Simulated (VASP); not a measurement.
# V (I4/mmm) in VASP: a series of runs

The runs below take V through single point, with PBEsol.

Everything below comes from runs of VASP 6.6.1. Logs are shortened: lines on timing, memory, paths and dates and some standing lists are left out, and cuts for length are marked.

## 1. The cell of the first run

It takes space group I4/mmm (No. 139, tetragonal). The conventional cell has a = 2.959 Å, b = 2.959 Å, c = 2.841 Å, α = 90.00°, β = 90.00°, γ = 90.00°. Within 3.3 Å of V (site symmetry 4/mmm) lie 14 V at 2.53 to 2.96 Å.

## 2. Single point, PBEsol (strain along c alone, the other axes held: -4.0 %)

Contents of INCAR:

```
PREC     = Accurate       # precision mode
ENCUT    = 520            # plane-wave cutoff, eV
EDIFF    = 1E-7           # SCF threshold, eV
ISMEAR   = 0              # smearing method
SIGMA    = 0.1            # smearing width, eV
LREAL    = F              # projectors in reciprocal space
LASPH    = T              # aspherical terms in the spheres
NELM     = 100            # most SCF steps
ALGO     = Fast           # electronic algorithm
ISIF     = 2              # what is computed and relaxed
LWAVE    = F              # write WAVECAR
LCHARG   = F              # write CHGCAR
GGA      = PS             # functional
NBANDS   = 20             # bands
```

Contents of KPOINTS:

```
Automatic mesh
0
Gamma
  14 14 14
```

Contents of POSCAR:

```
V
1.0
    2.9588544379      0.0000000000      0.0000000000
    0.0000000000      2.9588544379      0.0000000000
    0.0000000000      0.0000000000      2.8405002604
V
2
Direct
    0.0000000000      0.0000000000      0.0000000000
    0.5000000000      0.5000000000      0.5000000000
```

Potentials or basis: VASP PAW PBE potentials, release 64 (V_sv).

Launch:

```sh
> cat potpaw_PBE.64/V_sv/POTCAR > POTCAR
> mpirun -np 1 vasp_std > vasp.out
```

OUTCAR:

```text
PREC = Accurate
   ENCUT = 520
   EDIFF = 1E-7
   ISMEAR = 0
   LREAL = F
   LASPH = T
   NELM = 100
   ISIF = 2
   GGA = PS

 ion  position               nearest neighbor table
   1  0.000  0.000  0.000-   2 2.53   2 2.53   2 2.53   2 2.53   2 2.53   2 2.53   2 2.53   2 2.53

   2  0.500  0.500  0.500-   1 2.53   1 2.53   1 2.53   1 2.53   1 2.53   1 2.53   1 2.53   1 2.53

  LATTYP: Found a simple tetragonal cell.
 ALAT       =     2.9588544379
 C/A-ratio  =     0.9600000000

  Lattice vectors:

 A1 = (   2.9588544379,   0.0000000000,   0.0000000000)
 A2 = (   0.0000000000,   2.9588544379,   0.0000000000)
 A3 = (   0.0000000000,   0.0000000000,   2.8405002604)

Analysis of symmetry for initial positions (statically):
=====================================================================
 Subroutine PRICEL returns following result:

  LATTYP: Found a body centered tetragonal cell.
 ALAT       =     2.9588544379
 C/A-ratio  =     0.9600000000

  Lattice vectors:

 A1 = (  -1.4794272189,  -1.4794272189,  -1.4202501302)
 A2 = (   1.4794272189,   1.4794272189,  -1.4202501302)
 A3 = (   1.4794272189,  -1.4794272189,   1.4202501302)

   2 primitive cells build up your supercell.

 Routine SETGRP: Setting up the symmetry group for a
 simple tetragonal supercell.

 Subroutine GETGRP returns: Found 16 space group operations
 (whereof 16 operations were pure point group operations)
 out of a pool of 16 trial point group operations.

The static configuration has the point symmetry D_4h.

Analysis of symmetry for dynamics (positions and initial velocities):
=====================================================================
 Subroutine PRICEL returns following result:

  LATTYP: Found a body centered tetragonal cell.
 ALAT       =     2.9588544379
 C/A-ratio  =     0.9600000000

  Lattice vectors:

 A1 = (  -1.4794272189,  -1.4794272189,  -1.4202501302)
 A2 = (   1.4794272189,   1.4794272189,  -1.4202501302)
 A3 = (   1.4794272189,  -1.4794272189,   1.4202501302)

   2 primitive cells build up your supercell.

 Routine SETGRP: Setting up the symmetry group for a
 simple tetragonal supercell.

 Subroutine GETGRP returns: Found 16 space group operations
 (whereof 16 operations were pure point group operations)
 out of a pool of 16 trial point group operations.

The dynamic configuration has the point symmetry D_4h.

 Subroutine INISYM returns: Found 16 space group operations
 (whereof 16 operations are pure point group operations),
 and found     2 'primitive' translations

----------------------------------------------------------------------------------------

                                     Primitive cell

  volume of cell :      12.4340

  direct lattice vectors                    reciprocal lattice vectors
    -1.479427219 -1.479427219 -1.420250130     0.000000000 -0.337968637 -0.352050663
     1.479427219  1.479427219 -1.420250130     0.337968637  0.000000000 -0.352050663
     1.479427219 -1.479427219  1.420250130     0.337968637 -0.337968637  0.000000000

  length of vectors
     2.528738861  2.528738861  2.528738861     0.488018922  0.488018922  0.477959829

  position of ions in fractional coordinates (direct lattice)
     0.000000000  0.000000000  0.000000000

  ion indices of the primitive-cell ions
   primitive index   ion index
                 1           1

----------------------------------------------------------------------------------------

 KPOINTS: Automatic mesh

Automatic generation of k-mesh.
 Grid dimensions read from file:
 generate k-points for:   14   14   14

 Generating k-lattice:

  Cartesian coordinates                     Fractional coordinates (reciprocal lattice)
     0.024140617  0.000000000  0.000000000     0.071428571  0.000000000  0.000000000
     0.000000000  0.024140617  0.000000000     0.000000000  0.071428571  0.000000000
     0.000000000  0.000000000  0.025146476     0.000000000  0.000000000  0.071428571

  Length of vectors
     0.024140617  0.024140617  0.025146476

  Shift w.r.t. Gamma in fractional coordinates (k-lattice)
     0.000000000  0.000000000  0.000000000

 Subroutine IBZKPT returns following result:
 ===========================================

 Found    288 irreducible k-points:

 Following reciprocal coordinates:
            Coordinates               Weight
  0.000000  0.000000  0.000000      1.000000
  0.071429  0.000000  0.000000      4.000000
  0.142857  0.000000  0.000000      4.000000
  0.214286  0.000000  0.000000      4.000000
  0.285714  0.000000  0.000000      4.000000
  0.357143  0.000000  0.000000      4.000000
[... 16 lines left out ...]
  0.285714  0.214286  0.000000      8.000000
  0.357143  0.214286  0.000000      8.000000
 [... further k-points ...]
   k-points           NKPTS =    288   k-points in BZ     NKDIM =    288   number of bands    NBANDS=     20
   number of dos      NEDOS =    301   number of ions     NIONS =      2
   total plane-waves  NPLWV =  13824
   dimension x,y,z NGX =    24 NGY =   24 NGZ =   24
   dimension x,y,z NGXF=    48 NGYF=   48 NGZF=   48
   ions per type =               2
   NGX,Y,Z   is equivalent  to a cutoff of  13.48, 13.48, 14.05 a.u.
   NGXF,Y,Z  is equivalent  to a cutoff of  26.97, 26.97, 28.09 a.u.
 SYSTEM =  unknown system
   PREC   = accura    normal or accurate (medium, high low for compatibility)
   ISTART =      0    job   : 0-new  1-cont  2-samecut
   ICHARG =      2    charge: 1-file 2-atom 10-const
   ISPIN  =      1    spin polarized calculation?
   LNONCOLLINEAR =      F non collinear calculations
   LSORBIT =      F    spin-orbit coupling
   LASPH  =      T    aspherical Exc in radial PAW
   ENCUT  =  520.0 eV  38.22 Ry    6.18 a.u.   5.50  5.50  5.28*2*pi/ulx,y,z
   NELM   =    100;   NELMIN=  2; NELMDL= -5     # of ELM steps
   EDIFF  = 0.1E-06   stopping-criterion for ELM
   LREAL  =      F    real-space projection
   EDIFFG = 0.1E-05   stopping-criterion for IOM
   NSW    =      0    number of steps for IOM
   IBRION =     -1    ionic relax: 0-MD 1-quasi-New 2-CG
   NFREE  =      0    steps in history (QN), initial steepest desc. (CG)
   ISIF   =      2    stress and relaxation
   ISYM   =      2    0-nonsym 1-usesym 2-fastsym
   POTIM  = 0.5000    time-step for ionic-motion
   TEBEG  =    0.0;   TEEND  =   0.0 temperature during run
   PSTRESS=    0.0 pullay stress
   NELECT =      26.0000    total number of electrons
   NUPDOWN=      -1.0000    fix difference up-down
   EMIN   =  10.00;   EMAX   =-10.00  energy-range for DOS
   EFERMI =   0.00;   METHOD = LEGACY
   ISMEAR =     0;   SIGMA  =   0.10  broadening in eV -4-tet -1-fermi 0-gaus
   EFERMI_NEDOS =   21; number of points for ismear=-14 and -15
   IALGO  =     68    algorithm
   IMIX   =      4    mixing-type and parameters
     AMIX     =   0.40;   BMIX     =  1.00
     AMIX_MAG =   1.60;   BMIX_MAG =  1.00
  volume/ion in A,a.u.               =      12.43        83.91
  Fermi-wavevector in a.u.,A,eV,Ry     =   1.661570  3.139912 37.563160  2.760814
  Thomas-Fermi vector in A             =   2.748610
   LORBIT       =      0    0 simple, 1 ext, 2 COOP (PROOUT), +10 PAW based schemes
   GGA     = PS    functional components
   LHFCALC =     F    Hartree Fock is set to
   AEXX    =    0.0000 exact exchange contribution
   IVDW    =     0    specifies the selected vdW correction
   LEPSILON=     F    determine dielectric tensor
   LRPA    =     F    only Hartree local field effects (RPA)
 non-spin polarized calculation
 RMM-DIIS sequential band-by-band and
 Gauss-broadening in eV      SIGMA  =   0.10
  energy-cutoff  :      520.00
  volume of cell :       24.87
 maximum number of plane-waves:       699
 NGX is ok and might be reduce to    24
   NGX = 11   NGY = 11   NGZ = 11

 number of electron      26.0000009 magnetization

 Free energy of the ion-electron system (eV)
  ---------------------------------------------------
  ext. energy  EPLUGINS =         0.00000000
  ---------------------------------------------------
  free energy    TOTEN  =       -19.23540624 eV

  energy without entropy =      -19.21879140  energy(sigma->0) =      -19.22709882

 E-fermi :  10.5968     XC(G=0): -13.5036

 val. band max:       10.5934825110   @ k =   0.2857   0.0714   0.3571
 cond. band min:      10.5995356983   @ k =   0.1429   0.1429   0.0714
 fundamental gap:      0.0060531873
 Fermi energy:        10.5967908564

 k-point     1 :       0.0000    0.0000    0.0000
  band No.  band energies     occupation
      1     -52.7990      2.00000
      2     -52.3387      2.00000
      3     -26.8676      2.00000
      4     -26.8676      2.00000
      5     -26.7740      2.00000
      6     -26.0510      2.00000
[... 12 lines left out ...]
     19      14.8060      0.00000
     20      21.0929      0.00000

 k-point     2 :       0.0714    0.0000    0.0000
  band No.  band energies     occupation
      1     -52.7924      2.00000
      2     -52.3436      2.00000
      3     -26.8673      2.00000
      4     -26.8570      2.00000
      5     -26.7645      2.00000
      6     -26.0718      2.00000
[... 12 lines left out ...]
     19      14.6540      0.00000
     20      20.6619      0.00000

 k-point     3 :       0.1429    0.0000    0.0000
  band No.  band energies     occupation
      1     -52.7731      2.00000
      2     -52.3582      2.00000
      3     -26.8651      2.00000
      4     -26.8256      2.00000
      5     -26.7364      2.00000
      6     -26.1315      2.00000
[... 12 lines left out ...]
     19      14.5033      0.00000
     20      19.6074      0.00000

 k-point     4 :       0.2143    0.0000    0.0000
  band No.  band energies     occupation
      1     -52.7424      2.00000
      2     -52.3821      2.00000
      3     -26.8570      2.00000
      4     -26.7754      2.00000
      5     -26.6914      2.00000
      6     -26.2222      2.00000
[... 429 lines left out ...]
 k-point    23 :       0.2857    0.2143    0.0000
  band No.  band energies     occupation
      1     -52.6636      2.00000
      2     -52.4385      2.00000
      3     -27.0375      2.00000
      4     -26.6515      2.00000
      5     -26.5768      2.00000
      6     -26.4635      2.00000
[... 12 lines left out ...]
     19      14.8437      0.00000
     20      17.7305      0.00000

 k-point    24 :       0.3571    0.2143    0.0000
  band No.  band energies     occupation
      1     -52.6257      2.00000
      2     -52.4689      2.00000
      3     -27.0417      2.00000
      4     -26.7744      2.00000
      5     -26.5203      2.00000
      6     -26.3741      2.00000
[... 12 lines left out ...]
     19      14.6832      0.00000
     20      16.4929      0.00000

 [... further k-points ...]

------------------------ aborting loop because EDIFF is reached ----------------------------------------

  FORCE on cell =-STRESS in cart. coord.  units (eV):
  Direction    XX          YY          ZZ          XY          YZ          ZX
  --------------------------------------------------------------------------------------
  -------------------------------------------------------------------------------------
  Total        1.0707917      1.0707917      2.0923536      0.0000000      0.0000000      0.0000000
  in kB       68.9880003     68.9880003    134.8042657      0.0000000      0.0000000      0.0000000
  external PRESSURE =      90.9267554 kB  Pullay stress =       0.0000000 kB

 VOLUME and BASIS-vectors are now :
 -----------------------------------------------------------------------------
  energy-cutoff  :      520.00
  volume of cell :       24.87
      direct lattice vectors                 reciprocal lattice vectors
     2.958854438  0.000000000  0.000000000     0.337968637  0.000000000  0.000000000
     0.000000000  2.958854438  0.000000000     0.000000000  0.337968637  0.000000000
     0.000000000  0.000000000  2.840500260     0.000000000  0.000000000  0.352050663

 POSITION                                       TOTAL-FORCE (eV/Angst)
 -----------------------------------------------------------------------------------
      0.00000      0.00000      0.00000        -0.000000      0.000000      0.000000
      1.47943      1.47943      1.42025         0.000000     -0.000000     -0.000000
 -----------------------------------------------------------------------------------
    total drift:                                0.000000      0.000000     -0.000000

  FREE ENERGIE OF THE ION-ELECTRON SYSTEM (eV)
  ---------------------------------------------------
  free  energy   TOTEN  =       -19.2354062413 eV

  energy  without entropy=      -19.2187913993  energy(sigma->0) =      -19.22709882
```

Run time: 3 min. Hardware: 1 thread of Intel Xeon 8259CL, shared host; peak memory 0.23 GiB.

Results:

- Free energy: -19.2354 eV
- Pressure: 9.1 GPa
- Band gap on the k mesh: zero (bands 13 and 14 overlap by 3.14 eV)

Caveat: the cell differs from its parent crystal (strain along c alone, the other axes held: -4.0 %); the stress differs along the axes, from 7 to 13 GPa; the PAW data sets were made with another functional, which shifts forces and pressure a little.

## 3. Single point, PBEsol (strain along c alone, the other axes held: -2.0 %)

Contents of INCAR:

```
PREC = Accurate
ENCUT = 520
EDIFF = 1E-6
ISMEAR = 0
SIGMA = 0.1
LREAL = False
LASPH = True
NELM = 80
ALGO = Fast
ISIF = 2
LWAVE = False
LCHARG = True
GGA = PS
LELF = True
LVHAR = True
NBANDS = 20
```

KPOINTS is that of step 2.

Changes to POSCAR since step 2:

```diff
@@ -4,3 +4,3 @@
     0.0000000000      2.9588544379      0.0000000000
-    0.0000000000      0.0000000000      2.8405002604
+    0.0000000000      0.0000000000      2.8996773491
 V
```

Potentials or basis: VASP PAW PBE potentials, release 64 (V_sv).

Launch:

```sh
> cat potpaw_PBE.64/V_sv/POTCAR > POTCAR
> mpirun -np 1 vasp_std > vasp.out
```

Run time: 2.4 min. Hardware: 1 thread of Intel Xeon 8259CL, shared host; peak memory 0.23 GiB.

Results (log left out):

| Item | Value |
| --- | --- |
| Free energy | -19.2679 eV |
| Pressure | 4.4 GPa |
| Band gap on the k mesh | zero (bands 13 and 14 overlap by 3.04 eV) |

Stress tensor (GPa, compression positive):
```
3.25 0.00 0.00
0.00 3.25 0.00
0.00 0.00 6.56
```

Levels at points of the mesh, in eV from the Fermi level:
```tsv
k point	band 11	band 12	band 13	band 14	band 15	band 16
(0.00, 0.00, 0.00)	-3.26	0.31	0.48	0.48	2.48	2.68
(0.50, 0.00, 0.00)	-0.71	-0.71	0.87	0.87	1.01	1.01
(0.50, 0.50, 0.00)	-1.11	-1.11	1.76	1.76	2.47	2.47
(0.00, 0.00, 0.50)	-0.64	-0.64	0.83	0.83	0.83	0.83
(0.50, 0.00, 0.50)	-1.32	-1.32	1.94	1.94	2.64	2.64
(0.50, 0.50, 0.50)	-1.21	-1.21	-1.10	-1.10	3.01	3.01
```

Caveat: the cell differs from its parent crystal (strain along c alone, the other axes held: -2.0 %); the cell stands under pressure; the PAW data sets were made with another functional, which shifts forces and pressure a little.

## 4. Single point, PBEsol (strain along c alone, the other axes held: +2.0 %)

Contents of INCAR:

```
PREC = Accurate
ENCUT = 520
EDIFF = 1E-6
ISMEAR = 0
SIGMA = 0.1
LREAL = False
LASPH = True
NELM = 60
ALGO = Fast
ISIF = 2
LWAVE = False
LCHARG = False
GGA = PS
NBANDS = 20
```

KPOINTS is that of step 3.

Changes to POSCAR since step 3:

```diff
@@ -4,3 +4,3 @@
     0.0000000000      2.9588544379      0.0000000000
-    0.0000000000      0.0000000000      2.8996773491
+    0.0000000000      0.0000000000      3.0180315266
 V
```

Launch:

```sh
> cat potpaw_PBE.64/V_sv/POTCAR > POTCAR
> mpirun -np 1 vasp_std > vasp.out
```

Wall time 2.3 min (1 thread of Intel Xeon 8259CL, shared host); peak memory 0.23 GiB.

Results (log left out):

```yaml
Free_energy: -19.2698 eV
Pressure: -3.5 GPa
Band_gap_on_the_k_mesh: zero (bands 13 and 14 overlap by 2.93 eV)
```

Stress tensor (GPa, compression positive):
```
-2.49  0.00  0.00
 0.00 -2.49  0.00
 0.00  0.00 -5.53
```

Levels at points of the mesh, in eV from the Fermi level:
| k point | band 11 | band 12 | band 13 | band 14 | band 15 | band 16 |
| --- | --- | --- | --- | --- | --- | --- |
| (0.00, 0.00, 0.00) | -3.06 | 0.37 | 0.37 | 0.53 | 2.38 | 2.56 |
| (0.50, 0.00, 0.00) | -0.59 | -0.59 | 0.77 | 0.77 | 0.90 | 0.90 |
| (0.50, 0.50, 0.00) | -1.30 | -1.30 | 1.83 | 1.83 | 2.60 | 2.60 |
| (0.00, 0.00, 0.50) | -0.65 | -0.65 | 0.93 | 0.93 | 0.93 | 0.93 |
| (0.50, 0.00, 0.50) | -1.10 | -1.10 | 1.66 | 1.66 | 2.40 | 2.40 |
| (0.50, 0.50, 0.50) | -1.10 | -1.10 | -1.10 | -1.10 | 2.86 | 2.86 |

Caveat: the cell differs from its parent crystal (strain along c alone, the other axes held: +2.0 %); the cell stands under tension; the PAW data sets were made with another functional, which shifts forces and pressure a little.

(Part 1 of 2 ends here.)
